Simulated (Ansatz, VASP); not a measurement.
Mg3Te: VASP beside Ansatz

The input INCAR:

```
SYSTEM = Mg3Te
PREC     = Accurate       ! precision mode
ENCUT    = 520            ! plane-wave cutoff, eV
EDIFF    = 1E-6           ! SCF threshold, eV
ISMEAR   = -1             ! smearing method
SIGMA    = 0.05           ! smearing width, eV
LREAL    = .False.        ! projectors in reciprocal space
LASPH    = .True.         ! aspherical terms in the spheres
NELM     = 80             ! most SCF steps
ALGO     = Normal         ! electronic algorithm
ISIF     = 2              ! what is computed and relaxed
LWAVE    = .False.        ! write WAVECAR
LCHARG   = .False.        ! write CHGCAR
GGA      = CA             ! functional
NBANDS   = 14             ! bands
```

Contents of KPOINTS:

```
regular mesh
0
Gamma
  9 9 9
  0 0 0
```

The input POSCAR:

```
Mg3Te
1.0
   -2.1675127022      2.1675127022      5.3520023928
    2.1675127022     -2.1675127022      5.3520023928
    2.1675127022      2.1675127022     -5.3520023928
Te Mg
1 3
Direct
    0.0000000000      0.0000000000      0.0000000000
    0.2500000000      0.7500000000      0.5000000000
    0.7500000000      0.2500000000      0.5000000000
    0.5000000000      0.5000000000      0.0000000000
```

input.yaml

```yaml
crystal:
  lattice:
    - [-2.1675127022, 2.1675127022, 5.3520023928]
    - [2.1675127022, -2.1675127022, 5.3520023928]
    - [2.1675127022, 2.1675127022, -5.3520023928]
  atoms:
    - { symbol: Te, position: [0.0, 0.0, 0.0] }
    - { symbol: Mg, position: [0.25, 0.75, 0.5] }
    - { symbol: Mg, position: [0.75, 0.25, 0.5] }
    - { symbol: Mg, position: [0.5, 0.5, 0.0] }
hamiltonian:
  xc: lda
  pseudopotentials: { kind: paw }
kpoints:
  mp_grid: { grid: [9, 9, 9] }
scf:
  occupations: { method: fermi_dirac, width: 0.05 }
output:
  forces: true
  stress: true
  eigenvalues: true
```

Alike in both runs: task single point; functional LDA; k mesh 9 × 9 × 9; occupations fermi-dirac, width 0.05 eV; no spin polarisation.

|  | VASP | Ansatz |
| --- | --- | --- |
| version | VASP 6.6.1 | Ansatz 0.2.0 |
| potentials or method | VASP PAW LDA potentials, release 64 (Te, Mg) | Ansatz PAW |
| plane-wave cutoff (eV) | 520 | 420 |
| valence electrons in the cell | 12 | 46 |

VASP gave:

```
gap on the k mesh at the Fermi level (eV)                     : none
pressure (GPa)                                                : -3.7
traceless stress, the component that is largest in VASP (GPa) : 0.42
```

Question: What did Ansatz give for the same quantities?

Answer: gap on the k mesh at the Fermi level (eV): none; pressure (GPa): -3.4; traceless stress, the component that is largest in VASP (GPa): 0.46.

LDA's correlation is that of Perdew and Zunger in VASP and of Perdew and Wang (1992) in Ansatz. A gap of «none» marks a metal or a gap that the smearing closes. VASP's potentials hold 12 valence electrons a cell and Ansatz's 46, so a difference there can come from the potentials and not from the codes.

Neither program's run includes spin-orbit coupling.
